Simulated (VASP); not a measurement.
Wanted: the native input for a VASP 6.6.1 run.

```yaml
Task: single point
Functional: PBE
Potentials_or_basis: VASP PAW PBE potentials, release 64 (O, H, N)
Cutoff: 520 eV
k_mesh: 1 × 1 × 1
Occupations: fermi-dirac, width 0.05 eV
Spin: no spin polarisation
Dipole_correction: no
Further_INCAR_settings: LREAL = Auto; ALGO = Normal; EDIFF = 1e-06; NBANDS = 34
```

The structure of H11NO4 lies in POSCAR:

```
H11NO4
1.0
    5.4175020000      0.0000000000      0.0000000000
    0.0000000000      5.4175020000      0.0000000000
    0.0000000000      0.0000000000      5.4175020000
O H N
4 11 1
Direct
    0.3806736020      0.2736131893      0.0642177889
    0.6805165923      0.4778032385      0.4661373452
    0.9905672393      0.5816149214      0.9880568572
    0.8304380875      0.9689521111      0.3171572433
    0.2914627443      0.4298290984      0.0122011953
    0.2449837582      0.2167604184      0.1796030717
    0.7348589811      0.6348867061      0.4350898255
    0.5873186572      0.4297183462      0.3172310781
    0.9596304718      0.7420394123      1.0652880239
    0.8465156081      0.5176740129      0.8898196992
    0.7459526549      1.1214024471      0.3158282175
    0.9753019011      0.9681399287      0.4074017878
    0.1834609383      0.7818917280      0.6534192327
    0.4508535484      0.9157172439      0.5623994232
    0.2934932004      1.0141574475      0.7990952288
    0.2699399096      0.9472262308      0.6217994936
```

One way to write it, as run:

INCAR

```
PREC     = Accurate       # precision mode
ENCUT    = 520            # plane-wave cutoff, eV
EDIFF    = 1E-6           # SCF threshold, eV
ISMEAR   = -1             # smearing method
SIGMA    = 0.05           # smearing width, eV
LREAL    = Auto         
LASPH    = True           # aspherical terms in the spheres
NELM     = 80             # most SCF steps
ALGO     = Normal         # electronic algorithm
ISIF     = 2              # what is computed and relaxed
LWAVE    = False          # write WAVECAR
LCHARG   = True           # write CHGCAR
GGA      = PE             # functional
LELF     = True           # ELF
LVHAR    = True         
NBANDS   = 34             # bands
```

KPOINTS

```
Automatic mesh
0
Gamma
  1 1 1
```

Potentials or basis: VASP PAW PBE potentials, release 64 (O, H, N).

Run with:

```sh
$ cat potpaw_PBE.64/O/POTCAR potpaw_PBE.64/H/POTCAR potpaw_PBE.64/N/POTCAR > POTCAR
$ mpirun -np 1 vasp_gam > vasp.out
```

Results of the run:

```yaml
Pressure: 1.4 GPa
Largest_force: 3.821 eV/Å
Band_gap_on_the_k_mesh: 4.20 eV
```

Caveat: the k points lie up to 1.16 Å⁻¹ apart.

It took 24 s on 1 thread of Intel Xeon 6975P-C, with other jobs on the host, peak memory 0.23 GiB.
